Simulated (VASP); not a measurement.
# WC (Qusongite) (P-6m2) in VASP: further runs, part 2 of 2

VASP 6.6.1.

## 5. Single point, PBEsol

This run uses another cell than the first one, of 10.90 Å³/atom, 1.077 times its volume.

Input file INCAR:

```
ALGO     = Normal         # electronic algorithm
EDIFF    = 1E-6           # SCF threshold, eV
ENCUT    = 520            # plane-wave cutoff, eV
GGA      = PS             # functional
ISIF     = 2              # what is computed and relaxed
ISMEAR   = -1             # smearing method
LASPH    = T              # aspherical terms in the spheres
LCHARG   = T              # write CHGCAR
LELF     = T              # ELF
LREAL    = F              # projectors in reciprocal space
LVHAR    = T            
LWAVE    = F              # write WAVECAR
NBANDS   = 16             # bands
NELM     = 60             # most SCF steps
PREC     = Accurate       # precision mode
SIGMA    = 0.05           # smearing width, eV
```

Input file KPOINTS:

```
k-points
0
Gamma
  11 11 10
```

Input file POSCAR:

```
WC
1.0
    2.9541560111      0.0000000000      0.0000000000
   -1.4770780055      2.5583712697      0.0000000000
    0.0000000000      0.0000000000      2.8831099057
W C
1 1
Direct
    0.0000000000      0.0000000000      0.0000000000
    0.6666666667      0.3333333333      0.5000000000
```

Potentials or basis: VASP PAW PBE potentials, release 64 (W_sv, C).

Launch:

```
> cat potpaw_PBE.64/W_sv/POTCAR potpaw_PBE.64/C/POTCAR > POTCAR
> mpirun -np 1 vasp_std > vasp.out
```

OUTCAR:

```text
EDIFF = 1E-6
   ENCUT = 520
   GGA = PS
   ISIF = 2
   ISMEAR = -1
   LASPH = T
   LREAL = F
   NELM = 60
   PREC = Accurate

 ion  position               nearest neighbor table
   1  0.000  0.000  0.000-   2 2.23   2 2.23   2 2.23   2 2.23   2 2.23   2 2.23
   2  0.667  0.333  0.500-   1 2.23   1 2.23   1 2.23   1 2.23   1 2.23   1 2.23

  LATTYP: Found a hexagonal cell.
 ALAT       =     2.9541560111
 C/A-ratio  =     0.9759504559

  Lattice vectors:

[... 192 lines left out ...]
      6       6.1864      2.00000
[... 433 lines left out ...]
      3     -27.8019      2.00000
      4     -27.7778      2.00000
      5      -2.3343      2.00000
      6       5.2473      2.00000
[... 8 lines left out ...]
     15      23.4274      0.00000
     16      27.4936      0.00000

 [... further k-points ...]
[... 5 lines left out ...]
  --------------------------------------------------------------------------------------
  -------------------------------------------------------------------------------------
  Total       -2.5469293     -2.5469235     -3.0082938     -0.0000000     -0.0000000     -0.0000000
  in kB     -187.2704585   -187.2700365   -221.1936438     -0.0000000     -0.0000000     -0.0000000
  external PRESSURE =    -198.5780463 kB  Pullay stress =       0.0000000 kB

 VOLUME and BASIS-vectors are now :
 -----------------------------------------------------------------------------
  energy-cutoff  :      520.00
  volume of cell :       21.79
      direct lattice vectors                 reciprocal lattice vectors
     2.954156011  0.000000000  0.000000000     0.338506158  0.195436841  0.000000000
    -1.477078005  2.558371270  0.000000000     0.000000000  0.390873683  0.000000000
     0.000000000  0.000000000  2.883109906     0.000000000  0.000000000  0.346847686

 POSITION                                       TOTAL-FORCE (eV/Angst)
 -----------------------------------------------------------------------------------
      0.00000      0.00000      0.00000         0.000000     -0.000000      0.000000
      1.47708      0.85279      1.44155        -0.000000      0.000000      0.000000
 -----------------------------------------------------------------------------------
    total drift:                               -0.000000     -0.000009      0.000000

  FREE ENERGIE OF THE ION-ELECTRON SYSTEM (eV)
  ---------------------------------------------------
  free  energy   TOTEN  =       -23.8281514159 eV

  energy  without entropy=      -23.8263002969  energy(sigma->0) =      -23.82722586
```

Wall time 16 s (1 thread of Intel Xeon 6975P-C, shared host); peak memory 0.16 GiB.

What came out:

* Free energy: -23.8282 eV
* Pressure: -19.9 GPa
* Band gap on the k mesh: zero (band 9 reaches 10.90 eV, above the bottom of band 10 at 9.70 eV)

Stress tensor (GPa, compression positive):
```
-18.73   0.00   0.00
  0.00 -18.73   0.00
  0.00   0.00 -22.12
```

Caveat: the PAW data sets were made with another functional, which shifts forces and pressure a little; spin-orbit coupling is left out, which moves the levels of the heavy elements.

## 6. Single point, PBEsol

This run uses another cell than the first one, of 11.15 Å³/atom, 1.103 times its volume.

Input file INCAR:

```
PREC     = Accurate       # precision mode
ENCUT    = 520            # plane-wave cutoff, eV
EDIFF    = 1E-6           # SCF threshold, eV
ISMEAR   = -1             # smearing method
SIGMA    = 0.05           # smearing width, eV
LREAL    = F              # projectors in reciprocal space
LASPH    = T              # aspherical terms in the spheres
NELM     = 80             # most SCF steps
ALGO     = Normal         # electronic algorithm
ISIF     = 2              # what is computed and relaxed
LWAVE    = F              # write WAVECAR
LCHARG   = F              # write CHGCAR
GGA      = PS             # functional
NBANDS   = 16             # bands
```

Input file KPOINTS:

```
Automatic mesh
0
Gamma
  11 11 10
```

Input file POSCAR:

```
WC
1.0
    2.9774180398      0.0000000000      0.0000000000
   -1.4887090199      2.5785167549      0.0000000000
    0.0000000000      0.0000000000      2.9058124933
W C
1 1
Direct
    0.0000000000      0.0000000000      0.0000000000
    0.6666666667      0.3333333333      0.5000000000
```

Potentials or basis: VASP PAW PBE potentials, release 64 (W_sv, C).

Launch:

```
> cat potpaw_PBE.64/W_sv/POTCAR potpaw_PBE.64/C/POTCAR > POTCAR
> mpirun -np 1 vasp_std > vasp.out
```

Wall time 14 s (1 thread of Intel Xeon 6975P-C, shared host); peak memory 0.16 GiB.

It converged, with:

| Item | Value |
| --- | --- |
| Free energy | -23.7522 eV |
| Pressure | -27.1 GPa |
| Band gap on the k mesh | zero (band 9 reaches 10.57 eV, above the bottom of band 10 at 9.41 eV) |

Stress tensor (GPa, compression positive):
```
-25.55   0.00   0.00
  0.00 -25.55   0.00
  0.00   0.00 -30.11
```

Levels at points of the mesh, in eV from the Fermi level:
```
           k point  band 7  band 8  band 9  band 10  band 11  band 12
(0.00, 0.00, 0.00)   -3.06   -3.06    0.09     2.88     2.88     5.24
(0.00, 0.00, 0.50)   -1.84   -1.84   -0.54    -0.54     3.37     4.31
```

Caveat: the PAW data sets were made with another functional, which shifts forces and pressure a little; spin-orbit coupling is left out, which moves the levels of the heavy elements.

## 7. Summary

| cell | gap on the mesh (eV) | pressure (GPa) |
| --- | --- | --- |
| a = 2.882, b = 2.882, c = 2.813 Å, angles 90.0, 90.0, 120.0°, 2 atoms | none | 8.5 |
| a = 2.906, b = 2.906, c = 2.837 Å, angles 90.0, 90.0, 120.0°, 2 atoms | none | -2.2 |
| a = 2.931, b = 2.931, c = 2.860 Å, angles 90.0, 90.0, 120.0°, 2 atoms | none | -11.6 |
| a = 2.954, b = 2.954, c = 2.883 Å, angles 90.0, 90.0, 120.0°, 2 atoms | none | -19.9 |
| a = 2.977, b = 2.977, c = 2.906 Å, angles 90.0, 90.0, 120.0°, 2 atoms | none | -27.1 |

Alike in all rows: task single point; level PBEsol; potentials or basis VASP PAW PBE potentials, release 64 (W_sv, C); no spin polarisation; k mesh 11 × 11 × 10; cutoff (eV) 520; smearing fermi-dirac 0.05 eV.

Caveats: the PAW data sets were made with another functional, which shifts forces and pressure a little; spin-orbit coupling is left out, which moves the levels of the heavy elements.

Total energies depend on the potentials used, so only differences within one code and one set of settings carry meaning.
